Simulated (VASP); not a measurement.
Set up this calculation in VASP 6.6.1, as the native input.

| Quantity | Value |
| --- | --- |
| Task | single point |
| Functional | PBE |
| Potentials or basis | VASP PAW PBE potentials, release 64 (Gd, O) |
| Cutoff | 520 eV |
| k mesh | 10 × 10 × 10 |
| Occupations | gaussian, width 0.05 eV |
| Spin | collinear spin, ferromagnetic start |
| Starting moments | [7.71, 0.02] μB |
| Hubbard terms | Gd f U = 6.0 eV |
| Dipole correction | no |
| Further INCAR settings | ALGO = Normal; EDIFF = 1e-07; NBANDS = 23 |

The structure of GdO lies in POSCAR:

```
GdO
1.0
    0.0000000000      2.6803200633      2.6803200633
    2.6803200633      0.0000000000      2.6803200633
    2.6803200633      2.6803200633      0.0000000000
Gd O
1 1
Direct
    0.0000000000      0.0000000000      0.0000000000
    0.2500000000      0.2500000000      0.2500000000
```

These files were run (other wordings do the same):

INCAR

```
PREC     = Accurate       # precision mode
ENCUT    = 520            # plane-wave cutoff, eV
EDIFF    = 1E-7           # SCF threshold, eV
ISMEAR   = 0              # smearing method
SIGMA    = 0.05           # smearing width, eV
LREAL    = F              # projectors in reciprocal space
LASPH    = T              # aspherical terms in the spheres
NELM     = 150            # most SCF steps
ALGO     = Normal         # electronic algorithm
ISIF     = 2              # what is computed and relaxed
LWAVE    = F              # write WAVECAR
LCHARG   = T              # write CHGCAR
ISPIN    = 2              # spin polarisation
MAGMOM   = 7.71 0.02      # initial moments
LORBIT   = 11             # projections on sites
LMAXMIX  = 6              # l up to which the mixer works
LDAU     = T              # DFT+U
LDAUTYPE = 2            
LDAUL    = 3 -1           # shell
LDAUU    = 6 0            # U, eV
LDAUJ    = 0 0          
LDAUPRINT= 1            
GGA      = PE             # functional
LELF     = T              # ELF
LVHAR    = T            
NBANDS   = 23             # bands
```

KPOINTS

```
regular mesh
0
Gamma
  10 10 10
```

Potentials or basis: VASP PAW PBE potentials, release 64 (Gd, O).

Launch:

```bash
$ cat potpaw_PBE.64/Gd/POTCAR potpaw_PBE.64/O/POTCAR > POTCAR
$ mpirun -np 1 vasp_std > vasp.out
```

Results of the run:

```json
{"Pressure": "2.2 GPa", "Net moment": "7.94 μB per cell", "Site moments": "Gd +7.07; O +0.01 μB", "Valence electrons inside the program's atomic spheres": "Gd 15.18; O 5.01"}
```

Caveat: a cell with one magnetic atom can't hold antiferromagnetic order, which such compounds often take.

Run time: 61 s on 1 thread of AMD EPYC 9R45 96-Core Processor (Zen 5), on a shared host, peak memory 0.2 GiB.
